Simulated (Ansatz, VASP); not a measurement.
Two plane-wave programs on Al2Ru

```
CELL_PARAMETERS angstrom
0.00000 3.98984 4.39153
2.35247 0.00000 4.39153
2.35247 3.98984 0.00000
ATOMIC_POSITIONS crystal
Al 0.07906 0.42094 0.07906
Al 0.42094 0.07906 0.42094
Al 0.17094 0.82906 0.17094
Al 0.82906 0.17094 0.82906
Ru 0.75000 0.75000 0.75000
Ru 0.50000 0.50000 0.50000
```

Alike in both runs: task single point; functional PBEsol; k mesh 8 × 8 × 8; occupations gaussian, width 0.01 eV; no spin polarisation.

|  | VASP | Ansatz |
| --- | --- | --- |
| version | VASP 6.6.1 | Ansatz 0.2.0 |
| potentials or method | VASP PAW PBE potentials, release 64 (Al, Ru_pv), cutoff 520 eV | scalar-relativistic, plane waves, PAW |
| valence electrons in the cell | 40 | 44 |

VASP gave:

- gap on the k mesh at the Fermi level (eV): 0.11
- least direct gap on the mesh (eV): 1.22
- pressure (GPa): -0.4
- traceless stress, the component that is largest in VASP (GPa): 0.14
- rms of the force components (eV/Å): 0.007

Estimate Ansatz's values.

gap on the k mesh at the Fermi level (eV): 0.11; least direct gap on the mesh (eV): 1.22; pressure (GPa): -0.5; traceless stress, the component that is largest in VASP (GPa): 0.17; rms of the force components (eV/Å): 0.007.

VASP's potentials were made for PBE, not for PBEsol. Atom by atom the forces differ by 0.000 eV/Å (rms over components). VASP's potentials hold 40 valence electrons a cell and Ansatz's 44, so a difference there can come from the potentials and not from the codes.
